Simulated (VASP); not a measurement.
# TePb (rocksalt type) (Fm-3m) in VASP: a series of runs

TePb (rocksalt type) is run at these levels: r2SCAN; tasks: single point.

All numbers are computed with VASP 6.6.1; they aren't measurements. Logs are shortened: lines on timing, memory, paths and dates and some standing lists are left out, and cuts for length are marked.

## (1) The cell of the first run

Symmetry: Fm-3m, No. 225, cubic system. Conventional cell: a = 6.260 Å, b = 6.260 Å, c = 6.260 Å, α = 90.00°, β = 90.00°, γ = 90.00°. Within 4.1 Å of Pb (site symmetry m-3m) lie 6 Te at 3.13 Å. Te (site symmetry m-3m) has 6 Pb at 3.13 Å within 4.1 Å.

## (2) Single point, r2SCAN (volume scaled by 0.88)

POSCAR reads:

```
TePb
1.0
    0.0000000000      3.1301638450      3.1301638450
    3.1301638450      0.0000000000      3.1301638450
    3.1301638450      3.1301638450      0.0000000000
Pb Te
1 1
Direct
    0.0000000000      0.0000000000      0.0000000000
    0.5000000000      0.5000000000      0.5000000000
```

INCAR.step1 reads:

```
PREC     = Accurate       # precision mode
ENCUT    = 520            # plane-wave cutoff, eV
ISMEAR   = -1             # smearing method
SIGMA    = 0.08           # smearing width, eV
LREAL    = F              # projectors in reciprocal space
LASPH    = T              # aspherical terms in the spheres
NELM     = 80             # most SCF steps
NBANDS   = 17             # bands
GGA      = PE             # functional
ALGO     = Normal         # electronic algorithm
EDIFF    = 1E-4           # SCF threshold, eV
LWAVE    = T              # write WAVECAR
LCHARG   = F              # write CHGCAR
```

INCAR.step2 reads:

```
PREC     = Accurate       # precision mode
ENCUT    = 520            # plane-wave cutoff, eV
EDIFF    = 1E-6           # SCF threshold, eV
ISMEAR   = -1             # smearing method
SIGMA    = 0.08           # smearing width, eV
LREAL    = F              # projectors in reciprocal space
LASPH    = T              # aspherical terms in the spheres
NELM     = 80             # most SCF steps
ALGO     = Normal         # electronic algorithm
ISIF     = 2              # what is computed and relaxed
LWAVE    = F              # write WAVECAR
LCHARG   = T              # write CHGCAR
METAGGA  = R2SCAN         # meta-GGA
LMIXTAU  = T            
LELF     = T              # ELF
LVHAR    = T            
NBANDS   = 17             # bands
ISTART   = 1
```

KPOINTS reads:

```
Automatic mesh
0
Gamma
  12 12 12
```

Potentials or basis: VASP PAW PBE potentials, release 64 (Pb_d, Te).

Started as:

```
cat potpaw_PBE.64/Pb_d/POTCAR potpaw_PBE.64/Te/POTCAR > POTCAR
cp INCAR.step1 INCAR
mpirun -np 1 vasp_std > vasp.out
cp INCAR.step2 INCAR
mpirun -np 1 vasp_std > vasp.out
```

OUTCAR:

```text
PREC = Accurate
   ENCUT = 520
   EDIFF = 1E-6
   ISMEAR = -1
   LREAL = F
   LASPH = T
   NELM = 80
   ISIF = 2
   METAGGA = R2SCAN
   ISTART = 1

 ion  position               nearest neighbor table
   1  0.000  0.000  0.000-   2 3.13   2 3.13   2 3.13   2 3.13   2 3.13   2 3.13
   2  0.500  0.500  0.500-   1 3.13   1 3.13   1 3.13   1 3.13   1 3.13   1 3.13

  LATTYP: Found a face centered cubic cell.
 ALAT       =     6.2603276900

  Lattice vectors:

 A1 = (   0.0000000000,   3.1301638450,   3.1301638450)
 A2 = (   3.1301638450,   0.0000000000,   3.1301638450)
 A3 = (   3.1301638450,   3.1301638450,   0.0000000000)

Analysis of symmetry for initial positions (statically):
=====================================================================
 Subroutine PRICEL returns:
 Original cell was already a primitive cell.

 Routine SETGRP: Setting up the symmetry group for a
 face centered cubic supercell.

 Subroutine GETGRP returns: Found 48 space group operations
 (whereof 48 operations were pure point group operations)
 out of a pool of 48 trial point group operations.

The static configuration has the point symmetry O_h .

Analysis of symmetry for dynamics (positions and initial velocities):
=====================================================================
 Subroutine PRICEL returns:
 Original cell was already a primitive cell.

 Routine SETGRP: Setting up the symmetry group for a
 face centered cubic supercell.

 Subroutine GETGRP returns: Found 48 space group operations
 (whereof 48 operations were pure point group operations)
 out of a pool of 48 trial point group operations.

The dynamic configuration has the point symmetry O_h .

 Subroutine INISYM returns: Found 48 space group operations
 (whereof 48 operations are pure point group operations),
 and found     1 'primitive' translations

----------------------------------------------------------------------------------------

                                     Primitive cell

  volume of cell :      61.3382

  direct lattice vectors                    reciprocal lattice vectors
     0.000000000  3.130163845  3.130163845    -0.159736047  0.159736047  0.159736047
     3.130163845  0.000000000  3.130163845     0.159736047 -0.159736047  0.159736047
     3.130163845  3.130163845  0.000000000     0.159736047  0.159736047 -0.159736047

  length of vectors
     4.426720162  4.426720162  4.426720162     0.276670950  0.276670950  0.276670950

  position of ions in fractional coordinates (direct lattice)
     0.000000000  0.000000000  0.000000000
     0.500000000  0.500000000  0.500000000

  ion indices of the primitive-cell ions
   primitive index   ion index
                 1           1
                 2           2

----------------------------------------------------------------------------------------

 KPOINTS: Automatic mesh

Automatic generation of k-mesh.
 Grid dimensions read from file:
 generate k-points for:   12   12   12

 Generating k-lattice:

  Cartesian coordinates                     Fractional coordinates (reciprocal lattice)
    -0.013311337  0.013311337  0.013311337     0.083333333  0.000000000  0.000000000
     0.013311337 -0.013311337  0.013311337     0.000000000  0.083333333  0.000000000
     0.013311337  0.013311337 -0.013311337     0.000000000  0.000000000  0.083333333

  Length of vectors
     0.023055912  0.023055912  0.023055912

  Shift w.r.t. Gamma in fractional coordinates (k-lattice)
     0.000000000  0.000000000  0.000000000

 Subroutine IBZKPT returns following result:
 ===========================================

 Found     72 irreducible k-points:

 Following reciprocal coordinates:
            Coordinates               Weight
  0.000000  0.000000  0.000000      1.000000
  0.083333  0.000000  0.000000      8.000000
  0.166667  0.000000  0.000000      8.000000
  0.250000  0.000000  0.000000      8.000000
  0.333333  0.000000  0.000000      8.000000
  0.416667  0.000000  0.000000      8.000000
[... 16 lines left out ...]
  0.500000  0.166667  0.000000     24.000000
 -0.416667  0.166667  0.000000     24.000000
 [... further k-points ...]
   k-points           NKPTS =     72   k-points in BZ     NKDIM =     72   number of bands    NBANDS=     17
   number of dos      NEDOS =    301   number of ions     NIONS =      2
   total plane-waves  NPLWV =  46656
   dimension x,y,z NGX =    36 NGY =   36 NGZ =   36
   dimension x,y,z NGXF=    72 NGYF=   72 NGZF=   72
   ions per type =               1   1
   NGX,Y,Z   is equivalent  to a cutoff of  13.52, 13.52, 13.52 a.u.
   NGXF,Y,Z  is equivalent  to a cutoff of  27.04, 27.04, 27.04 a.u.
 SYSTEM =  unknown system
   PREC   = accura    normal or accurate (medium, high low for compatibility)
   ISTART =      1    job   : 0-new  1-cont  2-samecut
   ICHARG =      0    charge: 1-file 2-atom 10-const
   ISPIN  =      1    spin polarized calculation?
   LNONCOLLINEAR =      F non collinear calculations
   LSORBIT =      F    spin-orbit coupling
   LASPH  =      T    aspherical Exc in radial PAW
   ENCUT  =  520.0 eV  38.22 Ry    6.18 a.u.   8.23  8.23  8.23*2*pi/ulx,y,z
   NELM   =     80;   NELMIN=  2; NELMDL=  0     # of ELM steps
   EDIFF  = 0.1E-05   stopping-criterion for ELM
   LREAL  =      F    real-space projection
   EDIFFG = 0.1E-04   stopping-criterion for IOM
   NSW    =      0    number of steps for IOM
   IBRION =     -1    ionic relax: 0-MD 1-quasi-New 2-CG
   NFREE  =      0    steps in history (QN), initial steepest desc. (CG)
   ISIF   =      2    stress and relaxation
   ISYM   =      2    0-nonsym 1-usesym 2-fastsym
   POTIM  = 0.5000    time-step for ionic-motion
   TEBEG  =    0.0;   TEEND  =   0.0 temperature during run
   PSTRESS=    0.0 pullay stress
   NELECT =      20.0000    total number of electrons
   NUPDOWN=      -1.0000    fix difference up-down
   EMIN   =  10.00;   EMAX   =-10.00  energy-range for DOS
   EFERMI =   0.00;   METHOD = LEGACY
   ISMEAR =    -1;   SIGMA  =   0.08  broadening in eV -4-tet -1-fermi 0-gaus
   EFERMI_NEDOS =   21; number of points for ismear=-14 and -15
   IALGO  =     38    algorithm
   IMIX   =      4    mixing-type and parameters
     AMIX     =   0.40;   BMIX     =  1.00
     AMIX_MAG =   1.60;   BMIX_MAG =  1.00
  volume/ion in A,a.u.               =      30.67       206.97
  Fermi-wavevector in a.u.,A,eV,Ry     =   1.126785  2.129315 17.274564  1.269645
  Thomas-Fermi vector in A             =   2.263468
   LORBIT       =      0    0 simple, 1 ext, 2 COOP (PROOUT), +10 PAW based schemes
   METAGGA = R2SCAN    functional components
   LHFCALC =     F    Hartree Fock is set to
   AEXX    =    0.0000 exact exchange contribution
   IVDW    =     0    specifies the selected vdW correction
   LEPSILON=     F    determine dielectric tensor
   LRPA    =     F    only Hartree local field effects (RPA)
 non-spin polarized calculation
  energy-cutoff  :      520.00
  volume of cell :       61.34
 maximum number of plane-waves:      1676
 NGX is ok and might be reduce to    36
   NGX = 17   NGY = 17   NGZ = 17

 number of electron      20.0000000 magnetization

 Free energy of the ion-electron system (eV)
  ---------------------------------------------------
  ext. energy  EPLUGINS =         0.00000000
  ---------------------------------------------------
  free energy    TOTEN  =       -82.53586541 eV

  energy without entropy =      -82.53579619  energy(sigma->0) =      -82.53583080

 E-fermi :   7.2829     XC(G=0): -10.2852

 val. band max:        6.8944847963   @ k =   0.5000   0.0000   0.0000
 cond. band min:       7.6658390993   @ k =   0.5000   0.0000   0.0000
 fundamental gap:      0.7713543030
 Fermi energy:         7.2828736062

 k-point     1 :       0.0000    0.0000    0.0000
  band No.  band energies     occupation
      1     -10.7402      2.00000
      2     -10.7402      2.00000
      3     -10.7180      2.00000
      4     -10.7180      2.00000
      5     -10.7180      2.00000
      6      -6.5779      2.00000
[... 9 lines left out ...]
     16      12.7635      0.00000
     17      14.3022      0.00000

 k-point     2 :       0.0833    0.0000    0.0000
  band No.  band energies     occupation
      1     -10.7416      2.00000
      2     -10.7416      2.00000
      3     -10.7178      2.00000
      4     -10.7167      2.00000
      5     -10.7167      2.00000
      6      -6.5065      2.00000
[... 9 lines left out ...]
     16      12.9170      0.00000
     17      14.9411      0.00000

 k-point     3 :       0.1667    0.0000    0.0000
  band No.  band energies     occupation
      1     -10.7461      2.00000
      2     -10.7461      2.00000
      3     -10.7174      2.00000
      4     -10.7125      2.00000
      5     -10.7125      2.00000
      6      -6.2948      2.00000
[... 9 lines left out ...]
     16      13.3284      0.00000
     17      16.2910      0.00000

 k-point     4 :       0.2500    0.0000    0.0000
  band No.  band energies     occupation
      1     -10.7528      2.00000
      2     -10.7528      2.00000
      3     -10.7169      2.00000
      4     -10.7061      2.00000
      5     -10.7061      2.00000
      6      -5.9528      2.00000
[... 9 lines left out ...]
     16      13.9696      0.00000
     17      17.9491      0.00000
[... 343 lines left out ...]
      1     -10.7873      2.00000
      2     -10.7484      2.00000
      3     -10.7178      2.00000
      4     -10.6985      2.00000
      5     -10.6918      2.00000
      6      -5.1285      2.00000
[... 9 lines left out ...]
     16      16.5780      0.00000
     17      17.6804      0.00000

 k-point    23 :       0.5000    0.1667    0.0000
  band No.  band energies     occupation
      1     -10.7877      2.00000
      2     -10.7553      2.00000
      3     -10.7142      2.00000
      4     -10.6975      2.00000
      5     -10.6901      2.00000
      6      -4.7259      2.00000
[... 9 lines left out ...]
     16      16.6736      0.00000
     17      17.4492      0.00000

 k-point    24 :      -0.4167    0.1667    0.0000
  band No.  band energies     occupation
      1     -10.7827      2.00000
      2     -10.7603      2.00000
      3     -10.7117      2.00000
      4     -10.6976      2.00000
      5     -10.6918      2.00000
      6      -4.6451      2.00000
[... 9 lines left out ...]
     16      15.6680      0.00000
     17      18.3768      0.00000

 [... further k-points ...]
[... 5 lines left out ...]
  --------------------------------------------------------------------------------------
  -------------------------------------------------------------------------------------
  Total        2.7629674      2.7629674      2.7629674      0.0000000      0.0000000      0.0000000
  in kB       72.1697382     72.1697382     72.1697382      0.0000000      0.0000000      0.0000000
  external PRESSURE =      72.1697382 kB  Pullay stress =       0.0000000 kB

 VOLUME and BASIS-vectors are now :
 -----------------------------------------------------------------------------
  energy-cutoff  :      520.00
  volume of cell :       61.34
      direct lattice vectors                 reciprocal lattice vectors
     0.000000000  3.130163845  3.130163845    -0.159736047  0.159736047  0.159736047
     3.130163845  0.000000000  3.130163845     0.159736047 -0.159736047  0.159736047
     3.130163845  3.130163845  0.000000000     0.159736047  0.159736047 -0.159736047

 POSITION                                       TOTAL-FORCE (eV/Angst)
 -----------------------------------------------------------------------------------
      0.00000      0.00000      0.00000         0.000000      0.000000      0.000000
      3.13016      3.13016      3.13016        -0.000000     -0.000000     -0.000000
 -----------------------------------------------------------------------------------
    total drift:                               -0.000000      0.000000      0.000000

  FREE ENERGIE OF THE ION-ELECTRON SYSTEM (eV)
  ---------------------------------------------------
  free  energy   TOTEN  =       -82.5358654062 eV

  energy  without entropy=      -82.5357961940  energy(sigma->0) =      -82.53583080
```

It took 3.4 min on 1 thread of AMD EPYC 9R45 (Zen 5), shared host; peak memory 0.23 GiB.

Results:

```
Free energy            : -82.5359 eV
Pressure               : 7.2 GPa
Band gap on the k mesh : 0.77 eV, direct
```

Caveat: the cell differs from its parent crystal (volume scaled by 0.88); the PAW data sets were made with another functional, which shifts forces and pressure a little; spin-orbit coupling is left out, which moves the levels of the heavy elements. A k mesh can miss the band edges.

## (3) Single point, r2SCAN (volume scaled by 0.94)

POSCAR reads:

```
TePb
1.0
    0.0000000000      3.1997457038      3.1997457038
    3.1997457038      0.0000000000      3.1997457038
    3.1997457038      3.1997457038      0.0000000000
Pb Te
1 1
Direct
    0.0000000000      0.0000000000      0.0000000000
    0.5000000000      0.5000000000      0.5000000000
```

INCAR.step1 is that of step 2.

INCAR.step2, as its differences from that of step 2:

```diff
@@ -2,3 +2,3 @@
 ENCUT    = 520            # plane-wave cutoff, eV
-EDIFF    = 1E-6           # SCF threshold, eV
+EDIFF    = 1E-7           # SCF threshold, eV
 ISMEAR   = -1             # smearing method
@@ -11,7 +11,5 @@
 LWAVE    = F              # write WAVECAR
-LCHARG   = T              # write CHGCAR
+LCHARG   = F              # write CHGCAR
 METAGGA  = R2SCAN         # meta-GGA
 LMIXTAU  = T            
-LELF     = T              # ELF
-LVHAR    = T            
 NBANDS   = 17             # bands
```

KPOINTS is that of step 2.

Potentials or basis: VASP PAW PBE potentials, release 64 (Pb_d, Te).

Started as:

```
cat potpaw_PBE.64/Pb_d/POTCAR potpaw_PBE.64/Te/POTCAR > POTCAR
cp INCAR.step1 INCAR
mpirun -np 1 vasp_std > vasp.out
cp INCAR.step2 INCAR
mpirun -np 1 vasp_std > vasp.out
```

Run time: 4.6 min. Hardware: 1 thread of AMD EPYC 9R45 (Zen 5), shared host; peak memory 0.24 GiB.

The run converged. Its results:

```
Free energy            : -82.6676 eV
Pressure               : 3.0 GPa
Band gap on the k mesh : 0.95 eV, direct
```

Levels at points of the mesh, in eV from the valence-band top:
```
           k point  band 8  band 9  band 10  band 11  band 12  band 13
(0.00, 0.00, 0.00)   -1.64   -1.64    -1.64     4.36     4.36     4.36
(0.50, 0.00, 0.00)   -1.14   -1.14     0.00     0.95     1.31     1.31
(0.50, 0.50, 0.00)   -4.96   -3.17    -3.17     3.43     5.92     5.92
```

Caveat: the cell differs from its parent crystal (volume scaled by 0.94); the PAW data sets were made with another functional, which shifts forces and pressure a little; spin-orbit coupling is left out, which moves the levels of the heavy elements. A k mesh can miss the band edges.

## (4) Single point, r2SCAN

This run uses another cell than the first one, of 34.85 Å³/atom, 1.136 times its volume.

POSCAR reads:

```
TePb
1.0
    0.0000000000      3.2664261726      3.2664261726
    3.2664261726      0.0000000000      3.2664261726
    3.2664261726      3.2664261726      0.0000000000
Pb Te
1 1
Direct
    0.0000000000      0.0000000000      0.0000000000
    0.5000000000      0.5000000000      0.5000000000
```

INCAR.step1 reads:

```
PREC = Accurate
ENCUT = 520
ISMEAR = -1
SIGMA = 0.08
LREAL = F
LASPH = T
NELM = 100
NBANDS = 17
GGA = PE
ALGO = Normal
EDIFF = 1E-4
LWAVE = T
LCHARG = F
```

INCAR.step2 reads:

```
PREC = Accurate
ENCUT = 520
EDIFF = 1E-7
ISMEAR = -1
SIGMA = 0.08
LREAL = F
LASPH = T
NELM = 100
ALGO = Normal
ISIF = 2
LWAVE = F
LCHARG = F
METAGGA = R2SCAN
LMIXTAU = T
NBANDS = 17
ISTART = 1
```

KPOINTS reads:

```
regular mesh
0
Gamma
  12 12 12
```

Started as:

```
cat potpaw_PBE.64/Pb_d/POTCAR potpaw_PBE.64/Te/POTCAR > POTCAR
cp INCAR.step1 INCAR
mpirun -np 1 vasp_std > vasp.out
cp INCAR.step2 INCAR
mpirun -np 1 vasp_std > vasp.out
```

Wall time 4.5 min (1 thread of AMD EPYC 9R45 (Zen 5), shared host); peak memory 0.24 GiB.

The run converged. Its results:

| Property | Result |
| --- | --- |
| Free energy | -82.7064 eV |
| Pressure | 0.0 GPa |
| Band gap on the k mesh | 1.09 eV, direct |

Levels at points of the mesh, in eV from the valence-band top:
| k point | band 7 | band 8 | band 9 | band 10 | band 11 | band 12 | band 13 | band 14 |
| --- | --- | --- | --- | --- | --- | --- | --- | --- |
| (0.00, 0.00, 0.00) | -5.72 | -1.36 | -1.36 | -1.36 | 4.32 | 4.32 | 4.32 | 6.26 |
| (0.50, 0.00, 0.00) | -8.71 | -0.90 | -0.90 | 0.00 | 1.09 | 1.50 | 1.50 | 8.91 |
| (0.50, 0.50, 0.00) | -7.44 | -4.42 | -2.77 | -2.77 | 3.73 | 5.71 | 5.71 | 6.98 |

Caveat: the PAW data sets were made with another functional, which shifts forces and pressure a little; spin-orbit coupling is left out, which moves the levels of the heavy elements.

## (5) Summary

| cell | gap on the mesh (eV) | pressure (GPa) |
| --- | --- | --- |
| a = 4.427 Å, angles 60.0°, 2 atoms | 0.77 | 7.2 |
| a = 4.525 Å, angles 60.0°, 2 atoms | 0.95 | 3.0 |
| a = 4.619 Å, angles 60.0°, 2 atoms | 1.09 | 0.0 |

Alike in all rows: task single point; level r2SCAN; potentials or basis VASP PAW PBE potentials, release 64 (Pb_d, Te); no spin polarisation; k mesh 12 × 12 × 12; cutoff (eV) 520; smearing fermi-dirac 0.08 eV.

Caveats: the PAW data sets were made with another functional, which shifts forces and pressure a little; spin-orbit coupling is left out, which moves the levels of the heavy elements.

Absolute energies hang on the potentials; compare differences alone.
